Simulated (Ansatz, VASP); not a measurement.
One calculation of AlRu, two programs

Contents of INCAR:

```
ALGO     = Fast           # electronic algorithm
EDIFF    = 1E-6           # SCF threshold, eV
EDIFFG   = -0.01          # ionic threshold
ENCUT    = 600            # plane-wave cutoff, eV
GGA      = PE             # functional
IBRION   = 2              # ionic algorithm
ISIF     = 3              # what is computed and relaxed
ISMEAR   = 0              # smearing method
LASPH    = T              # aspherical terms in the spheres
LCHARG   = F              # write CHGCAR
LREAL    = F              # projectors in reciprocal space
LWAVE    = F              # write WAVECAR
NELM     = 100            # most SCF steps
NSW      = 100            # ionic steps
PREC     = Accurate       # precision mode
SIGMA    = 0.1            # smearing width, eV
```

File KPOINTS:

```
k-points
0
Gamma
  18 18 6
```

The input POSCAR:

```
AlRu
1.0
    2.8502487686      0.0000000000      0.0000000000
   -1.4251243843      2.4683878407      0.0000000000
    0.0000000000      0.0000000000      8.0388401080
Al Ru
2 2
Direct
    0.0000000000      0.0000000000      0.5000000000
    0.0000000000      0.0000000000      0.0000000000
    0.6666666667      0.3333333333      0.7500000000
    0.3333333333      0.6666666667      0.2500000000
```

Input for Ansatz:

```yaml
crystal:
  lattice:
    - [2.8502487686, 0.0, 0.0]
    - [-1.4251243843, 2.4683878407, 0.0]
    - [0.0, 0.0, 8.038840108]
  atoms:
    - { symbol: Al, position: [0.0, 0.0, 0.5] }
    - { symbol: Al, position: [0.0, 0.0, 0.0] }
    - { symbol: Ru, position: [0.6666666667, 0.3333333333, 0.75] }
    - { symbol: Ru, position: [0.3333333333, 0.6666666667, 0.25] }
basis:
  ecutwfc: 420
kpoints:
  mp_grid: { grid: [18, 18, 6] }
hamiltonian:
  xc: pbe
scf:
  occupations: { method: gaussian, width: 0.1 }
output:
  forces: true
  stress: true
  eigenvalues: true
  write_density: true
  write_potential: true
  elf: true
  volumetric_format: npy
relax:
  adjacent_minimum: "off"
  f_tol: 0.01
  max_steps: 80
  cell: { stress_tol: 0.05 }
```

Change from the starting cell: species swapped into the SnPt type (P6_3/mmc, No. 194).

Alike in both runs: task relaxation of cell and atoms; functional PBE; k mesh 18 × 18 × 6; occupations gaussian, width 0.1 eV; no spin polarisation.

|  | VASP | Ansatz |
| --- | --- | --- |
| version | VASP 6.6.1 | Ansatz 0.2.0 |
| potentials or method | VASP PAW PBE potentials, release 64 (Al, Ru_pv), cutoff 600 eV | scalar-relativistic, plane waves, PAW |
| valence electrons in the cell | 34 | 38 |

```tsv
	VASP	Ansatz	Ansatz less VASP
gap on the k mesh at the Fermi level, each at its own relaxed structure (eV)	none	none	-
relaxed volume (Å³/atom)	14.17	14.17	+0.005
relaxed cell length with the largest relative difference (Å)	7.909	7.910	+0.0010
```

A gap of «none» marks a metal or a gap that the smearing closes. VASP's potentials hold 34 valence electrons a cell and Ansatz's 38, so a difference there can come from the potentials and not from the codes.
